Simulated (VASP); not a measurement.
Write the native input for VASP 6.6.1 that does the following.

| Item | Value |
| --- | --- |
| Task | single point |
| Functional | PBEsol |
| Potentials or basis | VASP PAW PBE potentials, release 64 (Be, S) |
| Cutoff | 520 eV |
| k mesh | 10 × 10 × 10 |
| Occupations | gaussian, width 0.05 eV |
| Spin | no spin polarisation |
| Dipole correction | no |
| Further INCAR settings | ALGO = Normal; EDIFF = 1e-06; NBANDS = 11 |

The structure of BeS lies in POSCAR:

```
BeS
1.0
    0.0000000000      2.3643352819      2.5615766868
    2.5615766868      0.0000000000      2.5615766868
    2.5615766868      2.3643352819      0.0000000000
Be S
1 1
Direct
    0.0000000000      0.0000000000      0.0000000000
    0.7500000000      0.7500000000      0.7500000000
```

This cell differs from its parent crystal: volume 15.514 Å^3 an atom, c/a of the conventional cell 0.9230.

These files were run (other wordings do the same):

INCAR

```
PREC = Accurate ; ENCUT = 520
EDIFF = 1E-6 ; ISMEAR = 0
SIGMA = 0.05 ; LREAL = False
LASPH = True ; NELM = 100
ALGO = Normal ; ISIF = 2
LWAVE = False ; LCHARG = True
GGA = PS ; LELF = True
LVHAR = True ; NBANDS = 11
```

KPOINTS

```
regular mesh
0
Gamma
  10 10 10
```

Potentials or basis: VASP PAW PBE potentials, release 64 (Be, S).

Run with:

```console
$ cat potpaw_PBE.64/Be/POTCAR potpaw_PBE.64/S/POTCAR > POTCAR
$ mpirun -np 1 vasp_std > vasp.out
```

Results of the run:

* Pressure: -7.4 GPa
* Band gap on the k mesh: 2.55 eV, indirect (least direct gap 4.77 eV)

Caveat: the PAW data sets were made with another functional, which shifts forces and pressure a little.

Run time: 13 s on 1 thread of Intel(R) Xeon(R) 6975P-C (Granite Rapids), on a shared host, peak memory 0.17 GiB.
